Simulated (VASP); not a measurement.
# SrTiO3 (C2/m) in VASP: notebook, part 2 of 3

VASP 6.6.1. The steps go on from the part before.

**4. Single point, PBE**

This run uses another cell than the first one, of 12.18 Å³/atom.

The input, INCAR:

```
SYSTEM = SrTiO3
PREC = Accurate ; ENCUT = 520
EDIFF = 1E-6 ; ISMEAR = 0
SIGMA = 0.05 ; LREAL = .FALSE.
LASPH = .TRUE. ; NELM = 100
ALGO = Normal ; ISIF = 2
LWAVE = .FALSE. ; LCHARG = .FALSE.
GGA = PE ; NBANDS = 51
```

The input, KPOINTS:

```
Automatic mesh
0
G
  8 8 8
  0 0 0
```

The input, POSCAR:

```
SrTiO3
1.0
   -2.8222944279      2.7698029534      3.9467274087
    2.7698029534     -2.8222944279      3.9467274087
    2.7853526432      2.7853526432     -3.9836691934
Sr Ti O
2 2 6
Direct
    0.7500000000      0.2500000000      0.5000000000
    0.2500000000      0.7500000000      0.5000000000
    0.0000000000      0.0000000000      0.0000000000
    0.5000000000      0.5000000000      0.0000000000
    0.2500000000      0.2500000000      0.0000000000
    0.7500000000      0.7500000000      0.0000000000
    0.7280787197      0.2280787197      0.9561574394
    0.2280787197      0.2719212803      0.5000000000
    0.2719212803      0.7719212803      0.0438425606
    0.7719212803      0.7280787197      0.5000000000
```

Potentials or basis: VASP PAW PBE potentials, release 64 (Sr_sv, Ti_sv, O).

Run with:

```bash
> cat potpaw_PBE.64/Sr_sv/POTCAR potpaw_PBE.64/Ti_sv/POTCAR potpaw_PBE.64/O/POTCAR > POTCAR
> mpirun -np 1 vasp_std > vasp.out
```

OUTCAR:

```text
SYSTEM = SrTiO3
   PREC = Accurate
   ENCUT = 520
   EDIFF = 1E-6
   ISMEAR = 0
   LREAL = .FALSE.
   LASPH = .TRUE.
   NELM = 100
   ISIF = 2
   GGA = PE

 ion  position               nearest neighbor table
   1  0.750  0.250  0.500-   9 2.63   8 2.67  10 2.67   7 2.68   5 2.78   6 2.78   6 2.78   5 2.78
                             9 2.87   8 2.92  10 2.92   7 2.93   4 3.39   3 3.39   3 3.39   4 3.39
   2  0.250  0.750  0.500-   7 2.63   8 2.67  10 2.67   9 2.68   5 2.78   6 2.78   5 2.78   6 2.78
                             7 2.87   8 2.92  10 2.92   9 2.93   3 3.39   4 3.39   4 3.39   3 3.39
   3  0.000  0.000  0.000-   8 1.96  10 1.96   5 1.97   6 1.97   9 1.98   7 1.98   1 3.39   2 3.39
                             1 3.39   2 3.39   2 3.43   2 3.43   1 3.43   1 3.43
   4  0.500  0.500  0.000-  10 1.96   8 1.96   5 1.97   6 1.97   7 1.98   9 1.98   2 3.39   1 3.39
                             2 3.39   1 3.39   2 3.43   2 3.43   1 3.43   1 3.43
   5  0.250  0.250  0.000-   3 1.97   4 1.97   1 2.78   2 2.78   2 2.78   1 2.78
   6  0.750  0.750  0.000-   3 1.97   4 1.97   1 2.78   2 2.78   1 2.78   2 2.78
   7  0.728  0.228  0.956-   3 1.98   4 1.98   2 2.63   1 2.68   2 2.87   1 2.93
   8  0.228  0.272  0.500-   4 1.96   3 1.96   1 2.67   2 2.67   1 2.92   2 2.92
   9  0.272  0.772  0.044-   3 1.98   4 1.98   1 2.63   2 2.68   1 2.87   2 2.93
  10  0.772  0.728  0.500-   3 1.96   4 1.96   1 2.67   2 2.67   1 2.92   2 2.92

  Warning from LATTYP: Got some problem with cell dimensions!
  Tried to take original basis but could not verify dimensions!
  LATTYP: Found a base centered monoclinic cell.
 ALAT       =     7.8042825506
 B/A-ratio  =     1.0133436235
 C/A-ratio  =     0.7044323276
 COS(beta)  =    -0.6962437590

  Lattice vectors:

 A1 = (  -5.5551555966,   0.0369417847,   0.0369417847)
 A2 = (   0.0369417847,  -5.5551555966,   0.0369417847)
 A3 = (   2.7328611687,   2.7328611687,   3.9097856240)

Analysis of symmetry for initial positions (statically):
=====================================================================
 Subroutine PRICEL returns:
 Original cell was already a primitive cell.

 Routine SETGRP: Setting up the symmetry group for a
 base centered monoclinic supercell.

 Subroutine GETGRP returns: Found  4 space group operations
 (whereof  2 operations were pure point group operations)
 out of a pool of  4 trial point group operations.

The static configuration has the point symmetry S_2 .
 The point group associated with its full space group is C_2h.

Analysis of symmetry for dynamics (positions and initial velocities):
=====================================================================
 Subroutine PRICEL returns:
 Original cell was already a primitive cell.

 Routine SETGRP: Setting up the symmetry group for a
 base centered monoclinic supercell.

 Subroutine GETGRP returns: Found  4 space group operations
 (whereof  2 operations were pure point group operations)
 out of a pool of  4 trial point group operations.

The dynamic configuration has the point symmetry S_2 .
 The point group associated with its full space group is C_2h.

 Subroutine INISYM returns: Found  4 space group operations
 (whereof  2 operations are pure point group operations),
 and found     1 'primitive' translations

----------------------------------------------------------------------------------------

                                     Primitive cell

  volume of cell :     121.7788

  direct lattice vectors                    reciprocal lattice vectors
    -2.822294428  2.769802953  3.946727409     0.002053393  0.180877174  0.127903728
     2.769802953 -2.822294428  3.946727409     0.180877174  0.002053393  0.127903728
[... 90 lines left out ...]
   NGXF,Y,Z  is equivalent  to a cutoff of  25.00, 25.00, 24.93 a.u.
 SYSTEM =  SrTiO3
   PREC   = accura    normal or accurate (medium, high low for compatibility)
   ISTART =      0    job   : 0-new  1-cont  2-samecut
   ICHARG =      2    charge: 1-file 2-atom 10-const
   ISPIN  =      1    spin polarized calculation?
   LNONCOLLINEAR =      F non collinear calculations
   LSORBIT =      F    spin-orbit coupling
   LASPH  =      T    aspherical Exc in radial PAW
   ENCUT  =  520.0 eV  38.22 Ry    6.18 a.u.  10.39 10.39 10.42*2*pi/ulx,y,z
   NELM   =    100;   NELMIN=  2; NELMDL= -5     # of ELM steps
   EDIFF  = 0.1E-05   stopping-criterion for ELM
   LREAL  =      F    real-space projection
   EDIFFG = 0.1E-04   stopping-criterion for IOM
   NSW    =      0    number of steps for IOM
   IBRION =     -1    ionic relax: 0-MD 1-quasi-New 2-CG
   NFREE  =      0    steps in history (QN), initial steepest desc. (CG)
   ISIF   =      2    stress and relaxation
   ISYM   =      2    0-nonsym 1-usesym 2-fastsym
   POTIM  = 0.5000    time-step for ionic-motion
   TEBEG  =    0.0;   TEEND  =   0.0 temperature during run
   PSTRESS=    0.0 pullay stress
   NELECT =      80.0000    total number of electrons
   NUPDOWN=      -1.0000    fix difference up-down
   EMIN   =  10.00;   EMAX   =-10.00  energy-range for DOS
   EFERMI =   0.00;   METHOD = LEGACY
   ISMEAR =     0;   SIGMA  =   0.05  broadening in eV -4-tet -1-fermi 0-gaus
   EFERMI_NEDOS =   21; number of points for ismear=-14 and -15
   IALGO  =     38    algorithm
   IMIX   =      4    mixing-type and parameters
     AMIX     =   0.40;   BMIX     =  1.00
     AMIX_MAG =   1.60;   BMIX_MAG =  1.00
  volume/ion in A,a.u.               =      12.18        82.18
  Fermi-wavevector in a.u.,A,eV,Ry     =   1.423140  2.689344 27.556248  2.025327
  Thomas-Fermi vector in A             =   2.543769
   LORBIT       =      0    0 simple, 1 ext, 2 COOP (PROOUT), +10 PAW based schemes
   GGA     = PE    functional components
   LHFCALC =     F    Hartree Fock is set to
   AEXX    =    0.0000 exact exchange contribution
   IVDW    =     0    specifies the selected vdW correction
   LEPSILON=     F    determine dielectric tensor
   LRPA    =     F    only Hartree local field effects (RPA)
 non-spin polarized calculation
 Gauss-broadening in eV      SIGMA  =   0.05
  energy-cutoff  :      520.00
  volume of cell :      121.78
 maximum number of plane-waves:      3298
 NGX is ok and might be reduce to    42
   NGX = 21   NGY = 21   NGZ = 21

 number of electron      80.0000027 magnetization

 Free energy of the ion-electron system (eV)
  ---------------------------------------------------
  ext. energy  EPLUGINS =         0.00000000
  ---------------------------------------------------
  free energy    TOTEN  =       -80.19090548 eV

  energy without entropy =      -80.19090548  energy(sigma->0) =      -80.19090548

 E-fermi :   4.1766     XC(G=0): -11.1538

 val. band max:        3.9074648155   @ k =  -0.1250   0.1250   0.0000
 cond. band min:       5.7561263921   @ k =   0.0000   0.0000   0.0000
 fundamental gap:      1.8486615766
 Fermi energy:         4.1766255228

 k-point     1 :       0.0000    0.0000    0.0000
  band No.  band energies     occupation
      1     -52.6278      2.00000
      2     -52.6238      2.00000
      3     -28.9254      2.00000
      4     -28.9104      2.00000
      5     -28.9040      2.00000
      6     -28.8656      2.00000
[... 1285 lines left out ...]
     50      10.6728      0.00000
     51      10.8843      0.00000

 [... further k-points ...]

------------------------ aborting loop because EDIFF is reached ----------------------------------------

  FORCE on cell =-STRESS in cart. coord.  units (eV):
  Direction    XX          YY          ZZ          XY          YZ          ZX
  --------------------------------------------------------------------------------------
  -------------------------------------------------------------------------------------
  Total        0.5217087      0.5217087      0.4985399      1.1110684      1.1399450      1.1399450
  in kB        6.8638373      6.8638373      6.5590178     14.6177212     14.9976342     14.9976349
  external PRESSURE =       6.7622308 kB  Pullay stress =       0.0000000 kB

 VOLUME and BASIS-vectors are now :
 -----------------------------------------------------------------------------
  energy-cutoff  :      520.00
  volume of cell :      121.78
      direct lattice vectors                 reciprocal lattice vectors
    -2.822294428  2.769802953  3.946727409     0.002053393  0.180877174  0.127903728
     2.769802953 -2.822294428  3.946727409     0.180877174  0.002053393  0.127903728
     2.785352643  2.785352643 -3.983669193     0.181234196  0.181234196  0.002410415

 POSITION                                       TOTAL-FORCE (eV/Angst)
 -----------------------------------------------------------------------------------
     -0.03159      2.76445      1.95489         0.022930      0.022930      0.020694
      2.76445     -0.03159      1.95489        -0.022930     -0.022930     -0.020694
      0.00000      0.00000      0.00000        -0.000000     -0.000000      0.000000
     -0.02625     -0.02625      3.94673        -0.000000     -0.000000      0.000000
     -0.01312     -0.01312      1.97336        -0.001104      0.001104      0.000000
     -0.03937     -0.03937      5.92009         0.001104     -0.001104      0.000000
      1.24012      4.03616     -0.03532         0.008645      0.008645      0.021700
      1.50214      1.25697     -0.01847         0.002151     -0.002151      0.000000
      1.49274     -1.30330      3.94511        -0.008645     -0.008645     -0.021700
      1.23072      1.47589      3.92826        -0.002151      0.002151      0.000000
 -----------------------------------------------------------------------------------
    total drift:                               -0.000000      0.000000      0.000000

  FREE ENERGIE OF THE ION-ELECTRON SYSTEM (eV)
  ---------------------------------------------------
  free  energy   TOTEN  =       -80.1909054808 eV

  energy  without entropy=      -80.1909054808  energy(sigma->0) =      -80.19090548
```

It took 28 min on 1 thread of Oxide Virtual Turin-like, shared host; peak memory 0.77 GiB.

What came out:

```
Free energy            : -80.1909 eV
Pressure               : 0.7 GPa
Largest force          : 0.038 eV/Å
Band gap on the k mesh : 1.85 eV
```

Forces in eV/Å, atoms in the order of the input:
```
Sr   0.023  0.023  0.021
Sr  -0.023 -0.023 -0.021
Ti   0.000  0.000  0.000
Ti   0.000  0.000  0.000
O   -0.001  0.001  0.000
O    0.001 -0.001  0.000
O    0.009  0.009  0.022
O    0.002 -0.002  0.000
O   -0.009 -0.009 -0.022
O   -0.002  0.002  0.000
```

A k mesh can miss the band edges.

[end of part 2 of 3]
